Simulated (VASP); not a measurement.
Runs of VASP 6.6.1 on BAs. The structure is that of space group Pmmm (No. 47), or close to it. The cells are those of the table. 

```csv
task,level,potentials or basis,spin,cell,k mesh,cutoff (eV),grid for exact exchange (PRECFOCK),share of exact exchange,screening parameter,gap on the mesh (eV),pressure (GPa),relaxed volume (Å³/atom)
relaxation of cell and atoms,RPBE+D4,"VASP PAW PBE potentials, release 64 (B, As_d)",off,"relaxed from a = 2.128, b = 3.174, c = 4.951 Å, 2 atoms",12 × 8 × 6,560,-,-,-,none,0.1,(a)
single point,BLYP+D3(BJ),"VASP PAW PBE potentials, release 64 (B, As_d)",off,"a = 2.627, b = 2.501, c = 4.748 Å, 2 atoms",12 × 8 × 6,560,-,-,-,none,0.2,-
relaxation of cell and atoms,PBE-based screened hybrid with 25 % exact exchange,"VASP PAW PBE potentials, release 64 (B, As)",off,"relaxed from a = 2.128, b = 3.174, c = 4.951 Å, 2 atoms",6 × 4 × 3,600,Normal,0.25,0.3 1/Å,none,0.0,12.54
single point,PBE0,"VASP PAW PBE potentials, release 64 (B, As_d)","non-collinear, zero start, SOC","a = 2.128, b = 3.174, c = 4.951 Å, 2 atoms",5 × 4 × 3,420,Normal,0.25,-,-,(b),-
single point,r2SCANh,"VASP PAW PBE potentials, release 64 (B, As)",off,"a = 2.128, b = 3.174, c = 4.951 Å, 2 atoms",6 × 4 × 3,520,Normal,0.1,-,none,6.4,-
single point,PBEsol-based screened hybrid with 25 % exact exchange,"VASP PAW PBE potentials, release 64 (B, As)",off,"a = 2.128, b = 3.174, c = 4.951 Å, 2 atoms",6 × 4 × 3,520,Normal,0.25,0.207 1/Å,none,4.5,-
single point,PBEsol-based global hybrid with 25 % exact exchange,"VASP PAW PBE potentials, release 64 (B, As_d)",off,"a = 2.869, b = 2.513, c = 3.394 Å, 2 atoms",6 × 4 × 3,420,Normal,0.25,-,none,0.1,-
single point,r2SCAN50,"VASP PAW PBE potentials, release 64 (B, As)",off,"a = 2.128, b = 3.174, c = 4.951 Å, 2 atoms",6 × 4 × 3,520,Normal,0.5,-,none,2.9,-
```

Alike in all rows: smearing fermi-dirac 0.05 eV.

Estimate the missing entries.

(a) 12.28; (b) 3.2.

Caveats: some runs use coarse meshes; the PAW data sets were made with another functional, which shifts forces and pressure a little; the volume moved by over 15 % at a fixed basis, so the end points are rough (at least some runs); this functional lacks dispersion, which binds layers or chains, so the pressure and a relaxed spacing across them are unreliable (at least some runs).

A k mesh can miss the band edges, and rows without SOC leave out spin-orbit coupling on As.

A gap of «none» marks levels without a gap at the run's occupations.

The runs don't all hold the same shells in valence.
